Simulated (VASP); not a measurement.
# Be (P6_3/mmc) in VASP: notebook

Be is run at these levels: PBE; tasks: single point.

All numbers are computed with VASP 6.6.1; they aren't measurements. Logs are shortened: lines on timing, memory, paths and dates and some standing lists are left out, and cuts for length are marked.

### 1 The cell of the first run

Symmetry: P6_3/mmc, No. 194, hexagonal system. The conventional cell has a = 2.428 Å, b = 2.428 Å, c = 3.231 Å, α = 90.00°, β = 90.00°, γ = 120.00°. Be (site symmetry -6m2) has 12 Be at 2.14 to 2.43 Å within 2.8 Å.

### 2 Single point, PBE

The input, INCAR:

```
PREC = Accurate
ENCUT = 520
EDIFF = 1E-7
ISMEAR = 0
SIGMA = 0.15
LREAL = F
LASPH = T
NELM = 100
ALGO = Normal
ISIF = 2
LWAVE = F
LCHARG = F
GGA = PE
NBANDS = 9
```

The input, KPOINTS:

```
Automatic mesh
0
Gamma
  24 24 14
```

The input, POSCAR:

```
Be
1.0
    2.4275088034      0.0000000000      0.0000000000
   -1.2137544017      2.1022842916      0.0000000000
    0.0000000000      0.0000000000      3.2311491929
Be
2
Direct
    0.3333333333      0.6666666667      0.2500000000
    0.6666666667      0.3333333333      0.7500000000
```

Potentials or basis: VASP PAW PBE potentials, release 64 (Be).

The run is started by

```bash
> cat potpaw_PBE.64/Be/POTCAR > POTCAR
> mpirun -np 1 vasp_std > vasp.out
```

OUTCAR:

```text
PREC = Accurate
   ENCUT = 520
   EDIFF = 1E-7
   ISMEAR = 0
   LREAL = F
   LASPH = T
   NELM = 100
   ISIF = 2
   GGA = PE

 ion  position               nearest neighbor table
   1  0.333  0.667  0.250-   2 2.14   2 2.14   2 2.14   2 2.14   2 2.14   2 2.14
   2  0.667  0.333  0.750-   1 2.14   1 2.14   1 2.14   1 2.14   1 2.14   1 2.14

  LATTYP: Found a hexagonal cell.
 ALAT       =     2.4275088034
 C/A-ratio  =     1.3310556025

  Lattice vectors:

 A1 = (   2.4275088034,   0.0000000000,   0.0000000000)
 A2 = (  -1.2137544017,   2.1022842916,   0.0000000000)
 A3 = (   0.0000000000,   0.0000000000,   3.2311491929)

Analysis of symmetry for initial positions (statically):
=====================================================================
 Subroutine PRICEL returns:
 Original cell was already a primitive cell.

 Routine SETGRP: Setting up the symmetry group for a
 hexagonal supercell.

 Subroutine GETGRP returns: Found 24 space group operations
 (whereof 12 operations were pure point group operations)
 out of a pool of 24 trial point group operations.

The static configuration has the point symmetry D_3d.
 The point group associated with its full space group is D_6h.

Analysis of symmetry for dynamics (positions and initial velocities):
=====================================================================
 Subroutine PRICEL returns:
 Original cell was already a primitive cell.

 Routine SETGRP: Setting up the symmetry group for a
 hexagonal supercell.

 Subroutine GETGRP returns: Found 24 space group operations
 (whereof 12 operations were pure point group operations)
 out of a pool of 24 trial point group operations.

The dynamic configuration has the point symmetry D_3d.
 The point group associated with its full space group is D_6h.

 Subroutine INISYM returns: Found 24 space group operations
 (whereof 12 operations are pure point group operations),
 and found     1 'primitive' translations

----------------------------------------------------------------------------------------

                                     Primitive cell

  volume of cell :      16.4896

  direct lattice vectors                    reciprocal lattice vectors
     2.427508803  0.000000000  0.000000000     0.411944953  0.237836530  0.000000000
    -1.213754402  2.102284292  0.000000000     0.000000000  0.475673059  0.000000000
     0.000000000  0.000000000  3.231149193     0.000000000  0.000000000  0.309487412

  length of vectors
     2.427508803  2.427508803  3.231149193     0.475673059  0.475673059  0.309487412

  position of ions in fractional coordinates (direct lattice)
     0.333333333  0.666666667  0.250000000
     0.666666667  0.333333333  0.750000000

  ion indices of the primitive-cell ions
   primitive index   ion index
                 1           1
                 2           2

----------------------------------------------------------------------------------------

 KPOINTS: Automatic mesh

Automatic generation of k-mesh.
 Grid dimensions read from file:
 generate k-points for:   24   24   14

 Generating k-lattice:

  Cartesian coordinates                     Fractional coordinates (reciprocal lattice)
     0.017164373  0.009909855  0.000000000     0.041666667  0.000000000  0.000000000
     0.000000000  0.019819711  0.000000000     0.000000000  0.041666667  0.000000000
     0.000000000  0.000000000  0.022106244     0.000000000  0.000000000  0.071428571

  Length of vectors
     0.019819711  0.019819711  0.022106244

  Shift w.r.t. Gamma in fractional coordinates (k-lattice)
     0.000000000  0.000000000  0.000000000

 Subroutine IBZKPT returns following result:
 ===========================================

 Found    488 irreducible k-points:

 Following reciprocal coordinates:
            Coordinates               Weight
  0.000000  0.000000  0.000000      1.000000
  0.041667  0.000000  0.000000      6.000000
  0.083333 -0.000000  0.000000      6.000000
  0.125000 -0.000000  0.000000      6.000000
  0.166667 -0.000000  0.000000      6.000000
  0.208333  0.000000  0.000000      6.000000
[... 16 lines left out ...]
  0.416667  0.041667  0.000000     12.000000
  0.458333  0.041667  0.000000     12.000000
 [... further k-points ...]
   k-points           NKPTS =    488   k-points in BZ     NKDIM =    488   number of bands    NBANDS=      9
   number of dos      NEDOS =    301   number of ions     NIONS =      2
   total plane-waves  NPLWV =   7776
   dimension x,y,z NGX =    18 NGY =   18 NGZ =   24
   dimension x,y,z NGXF=    36 NGYF=   36 NGZF=   48
   ions per type =               2
   NGX,Y,Z   is equivalent  to a cutoff of  12.33, 12.33, 12.35 a.u.
   NGXF,Y,Z  is equivalent  to a cutoff of  24.65, 24.65, 24.70 a.u.
 SYSTEM =  unknown system
   PREC   = accura    normal or accurate (medium, high low for compatibility)
   ISTART =      0    job   : 0-new  1-cont  2-samecut
   ICHARG =      2    charge: 1-file 2-atom 10-const
   ISPIN  =      1    spin polarized calculation?
   LNONCOLLINEAR =      F non collinear calculations
   LSORBIT =      F    spin-orbit coupling
   LASPH  =      T    aspherical Exc in radial PAW
   ENCUT  =  520.0 eV  38.22 Ry    6.18 a.u.   4.51  4.51  6.01*2*pi/ulx,y,z
   NELM   =    100;   NELMIN=  2; NELMDL= -5     # of ELM steps
   EDIFF  = 0.1E-06   stopping-criterion for ELM
   LREAL  =      F    real-space projection
   EDIFFG = 0.1E-05   stopping-criterion for IOM
   NSW    =      0    number of steps for IOM
   IBRION =     -1    ionic relax: 0-MD 1-quasi-New 2-CG
   NFREE  =      0    steps in history (QN), initial steepest desc. (CG)
   ISIF   =      2    stress and relaxation
   ISYM   =      2    0-nonsym 1-usesym 2-fastsym
   POTIM  = 0.5000    time-step for ionic-motion
   TEBEG  =    0.0;   TEEND  =   0.0 temperature during run
   PSTRESS=    0.0 pullay stress
   NELECT =       4.0000    total number of electrons
   NUPDOWN=      -1.0000    fix difference up-down
   EMIN   =  10.00;   EMAX   =-10.00  energy-range for DOS
   EFERMI =   0.00;   METHOD = LEGACY
   ISMEAR =     0;   SIGMA  =   0.15  broadening in eV -4-tet -1-fermi 0-gaus
   EFERMI_NEDOS =   21; number of points for ismear=-14 and -15
   IALGO  =     38    algorithm
   IMIX   =      4    mixing-type and parameters
     AMIX     =   0.40;   BMIX     =  1.00
     AMIX_MAG =   1.60;   BMIX_MAG =  1.00
  volume/ion in A,a.u.               =       8.24        55.64
  Fermi-wavevector in a.u.,A,eV,Ry     =   1.020998  1.929407 14.183227  1.042438
  Thomas-Fermi vector in A             =   2.154599
   LORBIT       =      0    0 simple, 1 ext, 2 COOP (PROOUT), +10 PAW based schemes
   GGA     = PE    functional components
   LHFCALC =     F    Hartree Fock is set to
   AEXX    =    0.0000 exact exchange contribution
   IVDW    =     0    specifies the selected vdW correction
   LEPSILON=     F    determine dielectric tensor
   LRPA    =     F    only Hartree local field effects (RPA)
 non-spin polarized calculation
 Gauss-broadening in eV      SIGMA  =   0.15
  energy-cutoff  :      520.00
  volume of cell :       16.49
 maximum number of plane-waves:       462
   NGX =  9   NGY =  9   NGZ = 13

 number of electron       4.0000000 magnetization

 Free energy of the ion-electron system (eV)
  ---------------------------------------------------
  ext. energy  EPLUGINS =         0.00000000
  ---------------------------------------------------
  free energy    TOTEN  =        -7.26366799 eV

  energy without entropy =       -7.26086877  energy(sigma->0) =       -7.26226838

 E-fermi :   6.5499     XC(G=0): -10.4569

 val. band max:        6.5156515819   @ k =   0.2917   0.0833   0.0714
 cond. band min:       6.5637773020   @ k =   0.2917   0.2917   0.3571
 fundamental gap:      0.0481257201
 Fermi energy:         6.5498603222

 k-point     1 :       0.0000    0.0000    0.0000
  band No.  band energies     occupation
      1      -4.4251      2.00000
      2       4.2196      2.00000
      3      10.6420      0.00000
      4      18.9363      0.00000
      5      18.9363      0.00000
      6      22.5331      0.00000
      7      22.5331      0.00000
      8      28.4605      0.00000
      9      30.1743      0.00000

 k-point     2 :       0.0417    0.0000    0.0000
  band No.  band energies     occupation
      1      -4.3811      2.00000
      2       4.2755      2.00000
      3      10.6332      0.00000
      4      18.6104      0.00000
      5      18.6607      0.00000
      6      22.5806      0.00000
      7      22.7898      0.00000
      8      28.2179      0.00000
      9      29.8035      0.00000

 k-point     3 :       0.0833   -0.0000    0.0000
  band No.  band energies     occupation
      1      -4.2490      2.00000
      2       4.4431      2.00000
      3      10.5991      0.00000
      4      17.7594      0.00000
      5      18.0192      0.00000
      6      22.6948      0.00000
      7      23.3502      0.00000
      8      27.5228      0.00000
      9      28.9279      0.00000

 k-point     4 :       0.1250   -0.0000    0.0000
  band No.  band energies     occupation
      1      -4.0287      2.00000
      2       4.7220      2.00000
      3      10.5119      0.00000
      4      16.6377      0.00000
      5      17.2549      0.00000
      6      22.8392      0.00000
      7      23.9085      0.00000
      8      26.4533      0.00000
      9      27.7125      0.00000
[... 205 lines left out ...]
 k-point    22 :       0.3750    0.0417    0.0000
  band No.  band energies     occupation
      1      -0.4283      2.00000
      2       5.1020      2.00000
      3       9.1222      0.00000
      4      12.9708      0.00000
      5      14.8037      0.00000
      6      16.4147      0.00000
      7      19.3559      0.00000
      8      23.6942      0.00000
      9      23.9837      0.00000

 k-point    23 :       0.4167    0.0417    0.0000
  band No.  band energies     occupation
      1       0.4035      2.00000
      2       3.9635      2.00000
      3      10.0489      0.00000
      4      12.8424      0.00000
      5      15.1036      0.00000
      6      15.1309      0.00000
      7      18.4843      0.00000
      8      23.5741      0.00000
      9      24.0514      0.00000

 k-point    24 :       0.4583    0.0417    0.0000
  band No.  band energies     occupation
      1       1.1593      2.00000
      2       3.0497      2.00000
      3      10.7754      0.00000
      4      12.7711      0.00000
      5      14.1828      0.00000
      6      15.4216      0.00000
      7      17.9302      0.00000
      8      23.5097      0.00000
      9      24.0881      0.00000

 [... further k-points ...]

------------------------ aborting loop because EDIFF is reached ----------------------------------------

  FORCE on cell =-STRESS in cart. coord.  units (eV):
  Direction    XX          YY          ZZ          XY          YZ          ZX
  --------------------------------------------------------------------------------------
  -------------------------------------------------------------------------------------
  Total       -1.4505156     -1.4505156      2.8414825      0.0000000     -0.0000000      0.0000000
  in kB     -140.9365723   -140.9365723    276.0872176      0.0000000     -0.0000000      0.0000000
  external PRESSURE =      -1.9286424 kB  Pullay stress =       0.0000000 kB

 VOLUME and BASIS-vectors are now :
 -----------------------------------------------------------------------------
  energy-cutoff  :      520.00
  volume of cell :       16.49
      direct lattice vectors                 reciprocal lattice vectors
     2.427508803  0.000000000  0.000000000     0.411944953  0.237836530  0.000000000
    -1.213754402  2.102284292  0.000000000     0.000000000  0.475673059  0.000000000
     0.000000000  0.000000000  3.231149193     0.000000000  0.000000000  0.309487412

 POSITION                                       TOTAL-FORCE (eV/Angst)
 -----------------------------------------------------------------------------------
     -0.00000      1.40152      0.80779         0.000000      0.000000      0.000000
      1.21375      0.70076      2.42336        -0.000000      0.000000      0.000000
 -----------------------------------------------------------------------------------
    total drift:                                0.000000     -0.000000      0.000000

  FREE ENERGIE OF THE ION-ELECTRON SYSTEM (eV)
  ---------------------------------------------------
  free  energy   TOTEN  =        -7.2636679865 eV

  energy  without entropy=       -7.2608687700  energy(sigma->0) =       -7.26226838
```

It took 24 s on 1 thread of Intel Xeon Platinum 8488C (Sapphire Rapids), shared host; peak memory 0.17 GiB.

What came out:

```yaml
Free_energy: -7.2637 eV
Pressure: -0.2 GPa
Band_gap_on_the_k_mesh: zero (band 2 reaches 8.01 eV, above the bottom of band 3 at 4.69 eV)
```

Stress tensor (GPa, compression positive):
```
-14.09   0.00   0.00
  0.00 -14.09   0.00
  0.00   0.00  27.61
```

Levels at points of the mesh, in eV from the Fermi level:
```csv
k point,band 1,band 2,band 3,band 4,band 5,band 6
"(0.00, 0.00, 0.00)",-10.97,-2.33,4.09,12.39,12.39,15.98
"(0.50, 0.00, 0.00)",-5.27,-3.71,4.30,6.70,7.46,8.92
"(0.00, 0.00, 0.50)",-8.32,-8.32,14.75,14.75,14.75,14.75
"(0.50, 0.00, 0.50)",-3.58,-3.58,1.25,1.25,10.02,10.02
```

### 3 Single point, PBE

This run uses another cell than the first one, of the same volume but with other edges.

The input, INCAR:

```
SYSTEM = Be
ALGO = Fast
EDIFF = 1E-7
ENCUT = 520
GGA = PE
ISIF = 2
ISMEAR = 0
LASPH = .True.
LCHARG = .False.
LREAL = .False.
LWAVE = .False.
NBANDS = 9
NELM = 100
PREC = Accurate
SIGMA = 0.15
```

The input, KPOINTS:

```
k-points
0
Gamma
  24 24 14
  0 0 0
```

The input, POSCAR:

```
Be
1.0
    2.1639142163      0.0000000000      0.0000000000
   -1.0819571082      1.8740046829      0.0000000000
    0.0000000000      0.0000000000      4.0662919637
Be
2
Direct
    0.3333333333      0.6666666667      0.2500000000
    0.6666666667      0.3333333333      0.7500000000
```

Potentials or basis: VASP PAW PBE potentials, release 64 (Be).

The run is started by

```bash
> cat potpaw_PBE.64/Be/POTCAR > POTCAR
> mpirun -np 1 vasp_std > vasp.out
```

It took 22 s on 1 thread of Intel Xeon Platinum 8488C (Sapphire Rapids), shared host; peak memory 0.17 GiB.

It converged, with:

| Item | Value |
| --- | --- |
| Free energy | -7.2741 eV |
| Pressure | 0.5 GPa |
| Band gap on the k mesh | zero (band 2 reaches 7.28 eV, above the bottom of band 3 at 4.89 eV) |

Stress tensor (GPa, compression positive):
```
 10.52   0.00   0.00
  0.00  10.52   0.00
  0.00   0.00 -19.41
```

Levels at points of the mesh, in eV from the Fermi level:
```
           k point  band 1  band 2  band 3  band 4  band 5  band 6
(0.00, 0.00, 0.00)  -10.64   -5.14   -1.33   15.52   19.47   19.47
(0.50, 0.00, 0.00)   -3.83   -2.03    4.07    5.37    6.47    9.08
(0.00, 0.00, 0.50)   -8.94   -8.94    6.20    6.20   20.42   20.42
(0.50, 0.00, 0.50)   -2.78   -2.78    2.61    2.61   12.42   12.42
```

### 4 Single point, PBE

This run uses another cell than the first one, of the same volume but with other edges.

The input, INCAR:

```
ALGO = Fast ; EDIFF = 1E-7
ENCUT = 520 ; GGA = PE
ISIF = 2 ; ISMEAR = 0
LASPH = True ; LCHARG = False
LREAL = False ; LWAVE = False
NBANDS = 9 ; NELM = 100
PREC = Accurate ; SIGMA = 0.15
```

The input, KPOINTS:

```
k-points
0
Gamma
  24 24 14
```

The input, POSCAR:

```
Be
1.0
    2.3643105112      0.0000000000      0.0000000000
   -1.1821552556      2.0475529651      0.0000000000
    0.0000000000      0.0000000000      3.4061958257
Be
2
Direct
    0.3333333333      0.6666666667      0.2500000000
    0.6666666667      0.3333333333      0.7500000000
```

The run is started by

```bash
> cat potpaw_PBE.64/Be/POTCAR > POTCAR
> mpirun -np 1 vasp_std > vasp.out
```

It took 34 s on 1 thread of Intel Xeon Platinum 8488C (Sapphire Rapids), shared host; peak memory 0.17 GiB.

It converged, with:

```
Free energy            : -7.4491 eV
Pressure               : -2.9 GPa
Band gap on the k mesh : zero (band 2 reaches 7.71 eV, above the bottom of band 3 at 5.16 eV)
```

Stress tensor (GPa, compression positive):
```
-11.15   0.00   0.00
  0.00 -11.15   0.00
  0.00   0.00  13.67
```

Levels at points of the mesh, in eV from the Fermi level:
```csv
k point,band 1,band 2,band 3,band 4,band 5,band 6
"(0.00, 0.00, 0.00)",-10.96,-3.25,2.67,13.91,13.91,17.13
"(0.50, 0.00, 0.00)",-4.99,-3.32,3.93,6.94,7.77,7.91
"(0.00, 0.00, 0.50)",-8.57,-8.57,13.18,13.18,15.89,15.89
"(0.50, 0.00, 0.50)",-3.47,-3.47,1.38,1.38,10.84,10.84
```

### 5 Single point, PBE

This run uses another cell than the first one, of the same volume but with other edges.

The input, INCAR:

```
PREC = Accurate ; ENCUT = 520
EDIFF = 1E-6 ; ISMEAR = 0
SIGMA = 0.15 ; LREAL = False
LASPH = True ; NELM = 100
ALGO = Fast ; ISIF = 2
LWAVE = False ; LCHARG = False
GGA = PE ; NBANDS = 9
```

The input, KPOINTS:

```
regular mesh
0
Gamma
  24 24 14
```

The input, POSCAR:

```
Be
1.0
    2.2275949623      0.0000000000      0.0000000000
   -1.1137974812      1.9291538267      0.0000000000
    0.0000000000      0.0000000000      3.8371270944
Be
2
Direct
    0.3333333333      0.6666666667      0.2500000000
    0.6666666667      0.3333333333      0.7500000000
```

The run is started by

```bash
> cat potpaw_PBE.64/Be/POTCAR > POTCAR
> mpirun -np 1 vasp_std > vasp.out
```

Wall time 32 s (1 thread of Intel Xeon Platinum 8488C (Sapphire Rapids), shared host); peak memory 0.17 GiB.

The run converged. Its results:

```
Free energy            : -7.4414 eV
Pressure               : -3.7 GPa
Band gap on the k mesh : zero (band 2 reaches 7.49 eV, above the bottom of band 3 at 6.07 eV)
```

Stress tensor (GPa, compression positive):
```
  3.57   0.00   0.00
  0.00   3.57   0.00
  0.00   0.00 -18.20
```

Levels at points of the mesh, in eV from the Fermi level:
```csv
k point,band 1,band 2,band 3,band 4,band 5
"(0.00, 0.00, 0.00)",-11.12,-5.02,-0.49,17.25,17.25
"(0.50, 0.00, 0.00)",-4.57,-2.76,3.49,5.55,6.09
"(0.00, 0.00, 0.50)",-9.22,-9.22,7.90,7.90,18.49
"(0.50, 0.00, 0.50)",-3.37,-3.37,1.75,1.75,12.69
```

### 6 The runs side by side

```tsv
cell	gap on the mesh (eV)	pressure (GPa)
a = 2.428, b = 2.428, c = 3.231 Å, angles 90.0, 90.0, 120.0°, 2 atoms	none	-0.2
a = 2.164, b = 2.164, c = 4.066 Å, angles 90.0, 90.0, 120.0°, 2 atoms	none	0.5
a = 2.364, b = 2.364, c = 3.406 Å, angles 90.0, 90.0, 120.0°, 2 atoms	none	-2.9
a = 2.228, b = 2.228, c = 3.837 Å, angles 90.0, 90.0, 120.0°, 2 atoms	none	-3.7
```

Alike in all rows: task single point; level PBE; potentials or basis VASP PAW PBE potentials, release 64 (Be); no spin polarisation; k mesh 24 × 24 × 14; cutoff (eV) 520; smearing gaussian 0.15 eV.

Total energies depend on the potentials used, so only differences within one code and one set of settings carry meaning.
